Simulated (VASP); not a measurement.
Input of a VASP 6.6.1 run:

File POSCAR:

```
AlGaN2
1.0
    3.1384692168      0.0000000000      0.0000000000
    0.0000000000      3.1384692168      0.0000000000
    0.0000000000      0.0000000000      4.4227207230
Al N Ga
1 2 1
Direct
    0.0000000000      0.0000000000      0.0000000000
    0.0000000000      0.5000000000      0.2390927587
    0.5000000000      0.0000000000      0.7609072413
    0.5000000000      0.5000000000      0.5000000000
```

Contents of INCAR.step1:

```
ALGO     = Normal         # electronic algorithm
EDIFF    = 1E-8           # SCF threshold, eV
ENCUT    = 500            # plane-wave cutoff, eV
ISMEAR   = 0              # smearing method
LASPH    = T              # aspherical terms in the spheres
LCHARG   = F              # write CHGCAR
LMIXTAU  = T            
LREAL    = F              # projectors in reciprocal space
LWAVE    = T              # write WAVECAR
METAGGA  = R2SCAN         # meta-GGA
NELM     = 80             # most SCF steps
PREC     = Accurate       # precision mode
SIGMA    = 0.01           # smearing width, eV
```

Contents of INCAR.step2:

```
ALGO     = Exact          # electronic algorithm
EDIFF    = 1E-8           # SCF threshold, eV
ENCUT    = 500            # plane-wave cutoff, eV
ISMEAR   = 0              # smearing method
ISTART   = 1            
LASPH    = T              # aspherical terms in the spheres
LCHARG   = F              # write CHGCAR
LMIXTAU  = T            
LOPTICS  = T              # frequency-dependent dielectric function
LREAL    = F              # projectors in reciprocal space
LWAVE    = T              # write WAVECAR
METAGGA  = R2SCAN         # meta-GGA
NBANDS   = 83             # bands
NELM     = 1              # most SCF steps
PREC     = Accurate       # precision mode
SIGMA    = 0.01           # smearing width, eV
```

INCAR.step3

```
ALGO     = EVGW0          # electronic algorithm
EDIFF    = 1E-8           # SCF threshold, eV
ENCUT    = 500            # plane-wave cutoff, eV
ENCUTGW  = 80.0           # cutoff of the response function
ISMEAR   = 0              # smearing method
ISTART   = 1            
LASPH    = T              # aspherical terms in the spheres
LCHARG   = F              # write CHGCAR
LMIXTAU  = T            
LREAL    = F              # projectors in reciprocal space
LWAVE    = F              # write WAVECAR
METAGGA  = R2SCAN         # meta-GGA
NBANDS   = 83             # bands
NBANDSGW = 21           
NELMGW   = 1            
NOMEGA   = 96             # frequency points
OMEGAMAX = 30           
PREC     = Accurate       # precision mode
PRECFOCK = Fast         
SIGMA    = 0.01           # smearing width, eV
```

The input KPOINTS:

```
k-points
0
Gamma
  4 4 4
```

Potentials or basis: VASP PAW PBE potentials, release 64 (Al_GW, N_GW, Ga_d_GW).

Launch:

```bash
$ cat potpaw_PBE.64/Al_GW/POTCAR potpaw_PBE.64/N_GW/POTCAR potpaw_PBE.64/Ga_d_GW/POTCAR > POTCAR
$ cp INCAR.step1 INCAR
$ mpirun -np 1 vasp_std > vasp.out
$ cp INCAR.step2 INCAR
$ mpirun -np 1 vasp_std > vasp.out
$ cp INCAR.step3 INCAR
$ mpirun -np 1 vasp_std > vasp.out
```

**Question.** Estimate the quasiparticle gap.

**Answer.** 4.35 eV.

**Question.** What does it give for the least direct quasiparticle gap?

**Answer.** 4.36 eV.

**Question.** What does it give for the least direct gap of the starting levels on the mesh?

**Answer.** 3.36 eV.

**Question.** Predict the band gap of the starting levels on the mesh.

**Answer.** 3.36 eV.

Caveat: the k points lie up to 0.50 Å⁻¹ apart; bands, screening cutoff and mesh are small and nothing is extrapolated, so the quasiparticle values aren't converged.
